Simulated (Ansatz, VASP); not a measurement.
**One calculation of Ce, two programs**

The input POSCAR:

```
Ce
1.0
    0.0000000000      2.3390384114      2.3390384114
    2.3390384114      0.0000000000      2.3390384114
    2.3390384114      2.3390384114      0.0000000000
Ce
1
Direct
    0.0000000000      0.0000000000      0.0000000000
```

File INCAR.step1:

```
SYSTEM = Ce
PREC = Accurate ; ENCUT = 520
ISMEAR = -1 ; SIGMA = 0.1
LREAL = .FALSE. ; LASPH = .TRUE.
NELM = 100 ; NBANDS = 12
GGA = PE ; ALGO = Normal
EDIFF = 1E-4 ; LWAVE = .TRUE.
LCHARG = .FALSE.
```

INCAR.step2

```
SYSTEM = Ce
PREC = Accurate ; ENCUT = 520
EDIFF = 1E-6 ; ISMEAR = -1
SIGMA = 0.1 ; LREAL = .FALSE.
LASPH = .TRUE. ; NELM = 100
ALGO = Normal ; ISIF = 2
LWAVE = .FALSE. ; LCHARG = .FALSE.
METAGGA = R2SCAN ; LMIXTAU = .TRUE.
NBANDS = 12 ; ISTART = 1
```

The input KPOINTS:

```
Automatic mesh
0
G
  7 7 7
  0 0 0
```

Input for Ansatz:

```yaml
crystal:
  lattice:
    - [0.0, 2.3390384114, 2.3390384114]
    - [2.3390384114, 0.0, 2.3390384114]
    - [2.3390384114, 2.3390384114, 0.0]
  atoms:
    - { symbol: Ce, position: [0.0, 0.0, 0.0] }
hamiltonian:
  xc: r2scan
  pseudopotentials:
    kind: paw
    azcp:
      Ce: "pseudopotentials/Ce.paw.azcp"
basis:
  ecutwfc: 500
  fft_grid_basis: typed
kpoints:
  mp_grid: { grid: [7, 7, 7], shift: [0, 0, 0] }
magnetization:
  spin_polarized: false
scf:
  occupations: { method: fermi_dirac, width: 0.1 }
  lower_state_search: "off"
output:
  stress: true
  write_density: true
  write_potential: true
  elf: true
  volumetric_format: npy
```

Alike in both runs: task single point; functional r2SCAN; k mesh 7 × 7 × 7; occupations fermi-dirac, width 0.1 eV; no spin polarisation.

```csv
,VASP,Ansatz
version,VASP 6.6.1,Ansatz 0.2.0
potentials or method,"VASP PAW PBE potentials, release 64 (Ce), cutoff 520 eV","plane waves (500 eV) with PAW, scalar-relativistic"
valence electrons in the cell,12,12
```

Ansatz gave:

* pressure (GPa): 0.1

Q: Estimate VASP's values.

A: Pressure (GPa): -0.1.

VASP's potentials were made for PBE, not for r2SCAN.

Spin-orbit coupling is off throughout.
